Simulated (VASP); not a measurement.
Here is a VASP 6.6.1 calculation.

INCAR

```
SYSTEM = SiO2
ALGO = Normal ; EDIFF = 1E-8
ENCUT = 520 ; GGA = PE
ISIF = 2 ; ISMEAR = 0
KPAR = 4 ; LASPH = .TRUE.
LCHARG = .FALSE. ; LEPSILON = .TRUE.
LREAL = .FALSE. ; LWAVE = .FALSE.
NELM = 100 ; PREC = Accurate
SIGMA = 0.01
```

File KPOINTS:

```
k-points
0
G
  4 4 4
  0 0 0
```

POSCAR

```
SiO2
1.0
    4.9791653256      0.0000000000      0.0000000000
    0.0000000000      4.9791653256      0.0000000000
    0.0000000000      0.0000000000      6.9148709668
Si O
4 8
Direct
    0.3024592541      0.3024592541      0.0000000000
    0.1975407459      0.8024592541      0.2500000000
    0.6975407459      0.6975407459      0.5000000000
    0.8024592541      0.1975407459      0.7500000000
    0.2381682781      0.1092716079      0.1814551378
    0.3907283921      0.7381682781      0.4314551378
    0.7618317219      0.8907283921      0.6814551378
    0.6092716079      0.2618317219      0.9314551378
    0.7381682781      0.3907283921      0.5685448622
    0.8907283921      0.7618317219      0.3185448622
    0.2618317219      0.6092716079      0.0685448622
    0.1092716079      0.2381682781      0.8185448622
```

Potentials or basis: VASP PAW PBE potentials, release 64 (Si, O).

The run is started by

```sh
$ cat potpaw_PBE.64/Si/POTCAR potpaw_PBE.64/O/POTCAR > POTCAR
$ mpirun -np 4 vasp_std > vasp.out
```

Estimate the electronic dielectric tensor (diagonal).

2.28, 2.28, 2.26.

Predict the Born charges (mean of the diagonal).

Si +3.30; O -1.65 e.

What does it give for the band gap on the k mesh?

5.73 eV.

Born effective charge tensors (e):
atom 1, Si
```
 3.32  0.02  0.19
 0.02  3.32 -0.19
-0.35  0.35  3.27
```
atom 2, Si
```
 3.32 -0.02  0.19
-0.02  3.32  0.19
-0.35 -0.35  3.27
```
atom 3, Si
```
 3.32  0.02 -0.19
 0.02  3.32  0.19
 0.35 -0.35  3.27
```
atom 4, Si
```
 3.32 -0.02 -0.19
-0.02  3.32 -0.19
 0.35  0.35  3.27
```
atom 5, O
```
-1.05 -0.16  0.07
-0.22 -2.28  0.79
 0.21  0.79 -1.63
```
atom 6, O
```
-2.28  0.22 -0.79
 0.16 -1.05  0.07
-0.79  0.21 -1.63
```
atom 7, O
```
-1.05 -0.16 -0.07
-0.22 -2.28 -0.79
-0.21 -0.79 -1.63
```
atom 8, O
```
-2.28  0.22  0.79
 0.16 -1.05 -0.07
 0.79 -0.21 -1.63
```
atom 9, O
```
-1.05  0.16 -0.07
 0.22 -2.28  0.79
-0.21  0.79 -1.63
```
atom 10, O
```
-2.28 -0.22  0.79
-0.16 -1.05  0.07
 0.79  0.21 -1.63
```
atom 11, O
```
-1.05  0.16  0.07
 0.22 -2.28 -0.79
 0.21 -0.79 -1.63
```
atom 12, O
```
-2.28 -0.22 -0.79
-0.16 -1.05 -0.07
-0.79 -0.21 -1.63
```

A k mesh can miss the band edges.
